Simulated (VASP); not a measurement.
# Ga (P6/mmm) in VASP: single point with r2SCAN

Aim: the single point of Ga with r2SCAN.

All numbers are computed with VASP 6.6.1; they aren't measurements. Logs are shortened: lines on timing, memory, paths and dates and some standing lists are left out, and cuts for length are marked.

### 1 The cell of the first run

The structure is hexagonal, space group P6/mmm (No. 191). The conventional cell has a = 5.012 Å, b = 5.012 Å, c = 3.073 Å, α = 90.00°, β = 90.00°, γ = 120.00°. Within 4.0 Å of Ga (site symmetry 6/mmm) lie 14 Ga at 3.07 to 3.28 Å. Within 3.8 Å of Ga (site symmetry -6m2) lie 11 Ga at 2.89 to 3.28 Å.

This isn't the form of Ga at room conditions, which is orthorhombic.

### 2 Single point, r2SCAN

POSCAR

```
Ga
1.0
    5.0119312364      0.0000000000      0.0000000000
   -2.5059656182      4.3404597727      0.0000000000
    0.0000000000      0.0000000000      3.0725317580
Ga
3
Direct
    0.0000000000      0.0000000000      0.0000000000
    0.3333333333      0.6666666667      0.5000000000
    0.6666666667      0.3333333333      0.5000000000
```

INCAR.step1

```
PREC     = Accurate       # precision mode
ENCUT    = 520            # plane-wave cutoff, eV
ISMEAR   = 0              # smearing method
SIGMA    = 0.1            # smearing width, eV
LREAL    = F              # projectors in reciprocal space
LASPH    = T              # aspherical terms in the spheres
NELM     = 80             # most SCF steps
NBANDS   = 26             # bands
GGA      = PE             # functional
ALGO     = Normal         # electronic algorithm
EDIFF    = 1E-4           # SCF threshold, eV
LWAVE    = T              # write WAVECAR
LCHARG   = F              # write CHGCAR
```

INCAR.step2

```
PREC     = Accurate       # precision mode
ENCUT    = 520            # plane-wave cutoff, eV
EDIFF    = 1E-7           # SCF threshold, eV
ISMEAR   = 0              # smearing method
SIGMA    = 0.1            # smearing width, eV
LREAL    = F              # projectors in reciprocal space
LASPH    = T              # aspherical terms in the spheres
NELM     = 80             # most SCF steps
ALGO     = Normal         # electronic algorithm
ISIF     = 2              # what is computed and relaxed
LWAVE    = F              # write WAVECAR
LCHARG   = T              # write CHGCAR
METAGGA  = R2SCAN         # meta-GGA
LMIXTAU  = T            
LELF     = T              # ELF
LVHAR    = T            
NBANDS   = 26             # bands
ISTART   = 1
```

KPOINTS

```
Automatic mesh
0
Gamma
  6 6 6
```

Potentials or basis: VASP PAW PBE potentials, release 64 (Ga_d).

Run with:

```sh
> cat potpaw_PBE.64/Ga_d/POTCAR > POTCAR
> cp INCAR.step1 INCAR
> mpirun -np 1 vasp_std > vasp.out
> cp INCAR.step2 INCAR
> mpirun -np 1 vasp_std > vasp.out
```

OUTCAR:

```text
PREC = Accurate
   ENCUT = 520
   EDIFF = 1E-7
   ISMEAR = 0
   LREAL = F
   LASPH = T
   NELM = 80
   ISIF = 2
   METAGGA = R2SCAN
   ISTART = 1

 ion  position               nearest neighbor table
   1  0.000  0.000  0.000-
   2  0.333  0.667  0.500-   3 2.89   3 2.89   3 2.89
   3  0.667  0.333  0.500-   2 2.89   2 2.89   2 2.89

  LATTYP: Found a hexagonal cell.
 ALAT       =     5.0119312364
 C/A-ratio  =     0.6130434783

  Lattice vectors:

 A1 = (   5.0119312364,   0.0000000000,   0.0000000000)
 A2 = (  -2.5059656182,   4.3404597727,   0.0000000000)
 A3 = (   0.0000000000,   0.0000000000,   3.0725317580)

Analysis of symmetry for initial positions (statically):
=====================================================================
 Subroutine PRICEL returns:
 Original cell was already a primitive cell.

 Routine SETGRP: Setting up the symmetry group for a
 hexagonal supercell.

 Subroutine GETGRP returns: Found 24 space group operations
 (whereof 24 operations were pure point group operations)
 out of a pool of 24 trial point group operations.

The static configuration has the point symmetry D_6h.

Analysis of symmetry for dynamics (positions and initial velocities):
=====================================================================
 Subroutine PRICEL returns:
 Original cell was already a primitive cell.

 Routine SETGRP: Setting up the symmetry group for a
 hexagonal supercell.

 Subroutine GETGRP returns: Found 24 space group operations
 (whereof 24 operations were pure point group operations)
 out of a pool of 24 trial point group operations.

The dynamic configuration has the point symmetry D_6h.

 Subroutine INISYM returns: Found 24 space group operations
 (whereof 24 operations are pure point group operations),
 and found     1 'primitive' translations

----------------------------------------------------------------------------------------

                                     Primitive cell

  volume of cell :      66.8401

  direct lattice vectors                    reciprocal lattice vectors
     5.011931236  0.000000000  0.000000000     0.199523887  0.115195170  0.000000000
    -2.505965618  4.340459773  0.000000000     0.000000000  0.230390339  0.000000000
     0.000000000  0.000000000  3.072531758     0.000000000  0.000000000  0.325464496

  length of vectors
     5.011931236  5.011931236  3.072531758     0.230390339  0.230390339  0.325464496

  position of ions in fractional coordinates (direct lattice)
     0.000000000  0.000000000  0.000000000
     0.333333333  0.666666667  0.500000000
     0.666666667  0.333333333  0.500000000

  ion indices of the primitive-cell ions
   primitive index   ion index
                 1           1
                 2           2
                 3           3

----------------------------------------------------------------------------------------

 KPOINTS: Automatic mesh

Automatic generation of k-mesh.
 Grid dimensions read from file:
 generate k-points for:    6    6    6

 Generating k-lattice:

  Cartesian coordinates                     Fractional coordinates (reciprocal lattice)
     0.033253981  0.019199195  0.000000000     0.166666667  0.000000000  0.000000000
     0.000000000  0.038398390  0.000000000     0.000000000  0.166666667  0.000000000
     0.000000000  0.000000000  0.054244083     0.000000000  0.000000000  0.166666667

  Length of vectors
     0.038398390  0.038398390  0.054244083

  Shift w.r.t. Gamma in fractional coordinates (k-lattice)
     0.000000000  0.000000000  0.000000000

 Subroutine IBZKPT returns following result:
 ===========================================

 Found     28 irreducible k-points:

 Following reciprocal coordinates:
            Coordinates               Weight
  0.000000  0.000000  0.000000      1.000000
  0.166667  0.000000  0.000000      6.000000
  0.333333  0.000000  0.000000      6.000000
  0.500000  0.000000  0.000000      3.000000
  0.166667  0.166667  0.000000      6.000000
  0.333333  0.166667  0.000000     12.000000
[... 16 lines left out ...]
  0.166667  0.000000  0.500000      6.000000
  0.333333  0.000000  0.500000      6.000000
 [... further k-points ...]
   k-points           NKPTS =     28   k-points in BZ     NKDIM =     28   number of bands    NBANDS=     26
   number of dos      NEDOS =    301   number of ions     NIONS =      3
   total plane-waves  NPLWV =  38400
   dimension x,y,z NGX =    40 NGY =   40 NGZ =   24
   dimension x,y,z NGXF=    80 NGYF=   80 NGZF=   48
   ions per type =               3
   NGX,Y,Z   is equivalent  to a cutoff of  13.27, 13.27, 12.99 a.u.
   NGXF,Y,Z  is equivalent  to a cutoff of  26.54, 26.54, 25.97 a.u.
 SYSTEM =  unknown system
   PREC   = accura    normal or accurate (medium, high low for compatibility)
   ISTART =      1    job   : 0-new  1-cont  2-samecut
   ICHARG =      0    charge: 1-file 2-atom 10-const
   ISPIN  =      1    spin polarized calculation?
   LNONCOLLINEAR =      F non collinear calculations
   LSORBIT =      F    spin-orbit coupling
   LASPH  =      T    aspherical Exc in radial PAW
   ENCUT  =  520.0 eV  38.22 Ry    6.18 a.u.   9.32  9.32  5.71*2*pi/ulx,y,z
   NELM   =     80;   NELMIN=  2; NELMDL=  0     # of ELM steps
   EDIFF  = 0.1E-06   stopping-criterion for ELM
   LREAL  =      F    real-space projection
   EDIFFG = 0.1E-05   stopping-criterion for IOM
   NSW    =      0    number of steps for IOM
   IBRION =     -1    ionic relax: 0-MD 1-quasi-New 2-CG
   NFREE  =      0    steps in history (QN), initial steepest desc. (CG)
   ISIF   =      2    stress and relaxation
   ISYM   =      2    0-nonsym 1-usesym 2-fastsym
   POTIM  = 0.5000    time-step for ionic-motion
   TEBEG  =    0.0;   TEEND  =   0.0 temperature during run
   PSTRESS=    0.0 pullay stress
   NELECT =      39.0000    total number of electrons
   NUPDOWN=      -1.0000    fix difference up-down
   EMIN   =  10.00;   EMAX   =-10.00  energy-range for DOS
   EFERMI =   0.00;   METHOD = LEGACY
   ISMEAR =     0;   SIGMA  =   0.10  broadening in eV -4-tet -1-fermi 0-gaus
   EFERMI_NEDOS =   21; number of points for ismear=-14 and -15
   IALGO  =     38    algorithm
   IMIX   =      4    mixing-type and parameters
     AMIX     =   0.40;   BMIX     =  1.00
     AMIX_MAG =   1.60;   BMIX_MAG =  1.00
  volume/ion in A,a.u.               =      22.28       150.35
  Fermi-wavevector in a.u.,A,eV,Ry     =   1.367993  2.585132 25.462019  1.871406
  Thomas-Fermi vector in A             =   2.493997
   LORBIT       =      0    0 simple, 1 ext, 2 COOP (PROOUT), +10 PAW based schemes
   METAGGA = R2SCAN    functional components
   LHFCALC =     F    Hartree Fock is set to
   AEXX    =    0.0000 exact exchange contribution
   IVDW    =     0    specifies the selected vdW correction
   LEPSILON=     F    determine dielectric tensor
   LRPA    =     F    only Hartree local field effects (RPA)
 non-spin polarized calculation
 Gauss-broadening in eV      SIGMA  =   0.10
  energy-cutoff  :      520.00
  volume of cell :       66.84
 maximum number of plane-waves:      1812
 NGX is ok and might be reduce to    40
   NGX = 19   NGY = 19   NGZ = 11

 number of electron      39.0000012 magnetization

 Free energy of the ion-electron system (eV)
  ---------------------------------------------------
  ext. energy  EPLUGINS =         0.00000000
  ---------------------------------------------------
  free energy    TOTEN  =       -33.56881641 eV

  energy without entropy =      -33.56359375  energy(sigma->0) =      -33.56620508

 E-fermi :   3.8884     XC(G=0): -11.2172

 val. band max:        3.8156514350   @ k =   0.1667   0.0000   0.1667
 cond. band min:       3.9713674173   @ k =   0.1667   0.1667   0.5000
 fundamental gap:      0.1557159823
 Fermi energy:         3.8883891650

 k-point     1 :       0.0000    0.0000    0.0000
  band No.  band energies     occupation
      1     -11.4633      2.00000
      2     -11.3456      2.00000
      3     -11.3276      2.00000
      4     -11.3276      2.00000
      5     -11.3020      2.00000
      6     -11.2810      2.00000
[... 18 lines left out ...]
     25      15.3226      0.00000
     26      15.3328      0.00000

 k-point     2 :       0.1667    0.0000    0.0000
  band No.  band energies     occupation
      1     -11.4572      2.00000
      2     -11.3695      2.00000
      3     -11.3488      2.00000
      4     -11.3283      2.00000
      5     -11.3035      2.00000
      6     -11.2897      2.00000
[... 18 lines left out ...]
     25      13.7739      0.00000
     26      14.4923      0.00000

 k-point     3 :       0.3333    0.0000    0.0000
  band No.  band energies     occupation
      1     -11.4431      2.00000
      2     -11.4050      2.00000
      3     -11.3752      2.00000
      4     -11.3460      2.00000
      5     -11.3039      2.00000
      6     -11.3015      2.00000
[... 18 lines left out ...]
     25      12.0707      0.00000
     26      13.1760      0.00000

 k-point     4 :       0.5000    0.0000    0.0000
  band No.  band energies     occupation
      1     -11.4289      2.00000
      2     -11.4273      2.00000
      3     -11.3850      2.00000
      4     -11.3543      2.00000
      5     -11.3062      2.00000
      6     -11.3049      2.00000
[... 18 lines left out ...]
     25      11.6759      0.00000
     26      11.7060      0.00000
[... 496 lines left out ...]
      1     -11.4092      2.00000
      2     -11.4092      2.00000
      3     -11.3438      2.00000
      4     -11.3438      2.00000
      5     -11.3168      2.00000
      6     -11.3168      2.00000
[... 18 lines left out ...]
     25       6.9910      0.00000
     26       7.9463      0.00000

 k-point    23 :       0.1667    0.0000    0.5000
  band No.  band energies     occupation
      1     -11.4035      2.00000
      2     -11.3951      2.00000
      3     -11.3757      2.00000
      4     -11.3657      2.00000
      5     -11.3112      2.00000
      6     -11.2958      2.00000
[... 18 lines left out ...]
     25       8.0634      0.00000
     26       8.8277      0.00000

 k-point    24 :       0.3333    0.0000    0.5000
  band No.  band energies     occupation
      1     -11.3898      2.00000
      2     -11.3871      2.00000
      3     -11.3853      2.00000
      4     -11.3700      2.00000
      5     -11.3189      2.00000
      6     -11.3124      2.00000
[... 18 lines left out ...]
     25       9.8818      0.00000
     26      10.6734      0.00000

 [... further k-points ...]
[... 5 lines left out ...]
  --------------------------------------------------------------------------------------
  -------------------------------------------------------------------------------------
  Total       -2.7403502     -2.7403502     -3.1686789      0.0000000      0.0000000      0.0000000
  in kB      -65.6870008    -65.6870008    -75.9541643      0.0000000      0.0000000      0.0000000
  external PRESSURE =     -69.1093886 kB  Pullay stress =       0.0000000 kB

 VOLUME and BASIS-vectors are now :
 -----------------------------------------------------------------------------
  energy-cutoff  :      520.00
  volume of cell :       66.84
      direct lattice vectors                 reciprocal lattice vectors
     5.011931236  0.000000000  0.000000000     0.199523887  0.115195170  0.000000000
    -2.505965618  4.340459773  0.000000000     0.000000000  0.230390339  0.000000000
     0.000000000  0.000000000  3.072531758     0.000000000  0.000000000  0.325464496

 POSITION                                       TOTAL-FORCE (eV/Angst)
 -----------------------------------------------------------------------------------
      0.00000      0.00000      0.00000         0.000000      0.000000      0.000000
     -0.00000      2.89364      1.53627        -0.000000      0.000000      0.000000
      2.50597      1.44682      1.53627         0.000000     -0.000000     -0.000000
 -----------------------------------------------------------------------------------
    total drift:                               -0.000000      0.000000      0.000000

  FREE ENERGIE OF THE ION-ELECTRON SYSTEM (eV)
  ---------------------------------------------------
  free  energy   TOTEN  =       -33.5688164148 eV

  energy  without entropy=      -33.5635937480  energy(sigma->0) =      -33.56620508
```

Run time: 3.7 min. Hardware: 1 thread of Intel Xeon Platinum 8259CL at 2.50GHz (Skylake/Cascade Lake), shared host; peak memory 0.21 GiB.

What came out:

```yaml
Free_energy: -33.5688 eV
Pressure: -6.9 GPa
Band_gap_on_the_k_mesh: zero (an odd number of electrons rules out a gap without spin polarisation)
```

Caveat: the cell stands under tension; the PAW data sets were made with another functional, which shifts forces and pressure a little.
